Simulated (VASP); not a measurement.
**GaSb: single point with PBE-based screened hybrid with 25 % exact exchange**

GaSb:

```
Sb Ga
1.0
    -1.55590    2.67500    2.89331
     1.55590   -2.67500    2.89331
     1.55590    2.67500   -2.89331
Sb Ga
1 1
Direct
  0.50000 0.50000 0.00000
  0.00000 0.00000 0.00000
```

- Program: VASP 6.6.1
- Task: single point
- Functional: PBE-based screened hybrid with 25 % exact exchange
- Potentials or basis: VASP PAW PBE potentials, release 64 (Sb, Ga_d)
- Cutoff: 520 eV
- k mesh: 5 × 5 × 5
- Occupations: fermi-dirac, width 0.05 eV
- Spin: no spin polarisation

```
Pressure               : -2.6 GPa
Band gap on the k mesh : zero (bands 9 and 10 overlap by 3.99 eV)
```

Stress tensor (GPa, compression positive):
```
 0.42  0.00  0.00
 0.00 -4.12  0.00
 0.00  0.00 -3.99
```

Levels at points of the mesh, in eV from the Fermi level:
| k point | band 7 | band 8 | band 9 | band 10 | band 11 | band 12 |
| --- | --- | --- | --- | --- | --- | --- |
| (0.00, 0.00, 0.00) | -3.41 | -2.57 | -2.11 | 3.73 | 6.16 | 7.01 |

Wall time 70 min on 1 thread of Intel(R) Xeon(R) Platinum 8259CL CPU @ 2.50GHz (Skylake/Cascade Lake), on a shared host, peak memory 0.31 GiB.

Caveat: the k points lie up to 0.46 Å⁻¹ apart, too coarse for converged energies and pressures of a metal; the PAW data sets were made with another functional, which shifts forces and pressure a little; spin-orbit coupling is left out, which moves the levels of the heavy elements.
